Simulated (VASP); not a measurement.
Write the native input for VASP 6.6.1 that does the following.

* Task: single point
* Functional: PBE
* Potentials or basis: VASP PAW PBE potentials, release 64 (Nb_sv)
* Cutoff: 520 eV
* k mesh: 19 × 18 × 21
* Occupations: methfessel-paxton, width 0.1 eV
* Spin: no spin polarisation
* Dipole correction: no
* Further INCAR settings: ALGO = Fast; EDIFF = 1e-06; NBANDS = 12

The structure of Nb lies in POSCAR:

```
Nb
1.0
   -1.4545883700      1.6009203400      1.6273015200
    1.6190107300     -1.9818268200      2.1726303600
    1.2182993000      1.7455377500     -2.0082080000
Nb
1
Direct
    0.0000000000      0.0000000000      0.0000000000
```

The input as run:

INCAR

```
  PREC = Accurate
  ENCUT = 520
  EDIFF = 1E-6
  ISMEAR = 1
  SIGMA = 0.1
  LREAL = F
  LASPH = T
  NELM = 60
  ALGO = Fast
  ISIF = 2
  LWAVE = F
  LCHARG = T
  GGA = PE
  LELF = T
  LVHAR = T
  NBANDS = 12
```

KPOINTS

```
Automatic mesh
0
Gamma
  19 18 21
```

Potentials or basis: VASP PAW PBE potentials, release 64 (Nb_sv).

The run is started by

```bash
$ cat potpaw_PBE.64/Nb_sv/POTCAR > POTCAR
$ mpirun -np 1 vasp_std > vasp.out
```

It gave:

```
Pressure : 11.1 GPa
```

Wall time 10 min on 1 thread of Intel(R) Xeon(R) 6975P-C (Granite Rapids) (shared host), peak memory 0.8 GiB.
